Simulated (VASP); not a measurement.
TiCo2, 6 atoms in the cell. It takes space group Fd-3m (No. 227, cubic). The conventional cell has a = 6.553 Å, b = 6.553 Å, c = 6.553 Å, α = 90.00°, β = 90.00°, γ = 90.00°. Within 3.6 Å of Ti (site symmetry -43m) lie 12 Co at 2.72 Å and 4 Ti at 2.84 Å. Within 3.1 Å of Co (site symmetry -3m) lie 6 Co at 2.32 Å and 6 Ti at 2.72 Å. 

| Quantity | Value |
| --- | --- |
| Program | VASP 6.6.1 |
| Task | single point |
| Functional | PBEsol |
| Potentials or basis | VASP PAW PBE potentials, release 64 (Ti_sv, Co) |
| Cutoff | 520 eV |
| k mesh | 10 × 10 × 10 |
| Occupations | gaussian, width 0.1 eV |
| Spin | collinear spin, ferrimagnetic start |
| Starting moments | [-0.31, -0.31, 0.82, 0.82, 0.82, 0.82] μB |
| Dipole correction | no |
| Further INCAR settings | ALGO = Fast; EDIFF = 1e-06; NBANDS = 43 |

Potentials or basis: VASP PAW PBE potentials, release 64 (Ti_sv, Co).

Run with:

```console
$ cat potpaw_PBE.64/Ti_sv/POTCAR potpaw_PBE.64/Co/POTCAR > POTCAR
$ mpirun -np 1 vasp_std > vasp.out
```

Hardware: 1 thread of Intel(R) Xeon(R) 6975P-C (Granite Rapids), with other jobs on the host.

Task: Estimate the wall time of this run.

Result: It took 9.7 min on 1 thread of Intel(R) Xeon(R) 6975P-C (Granite Rapids) (shared host), peak memory 0.38 GiB. Counts: scf iterations 44, k points 47.
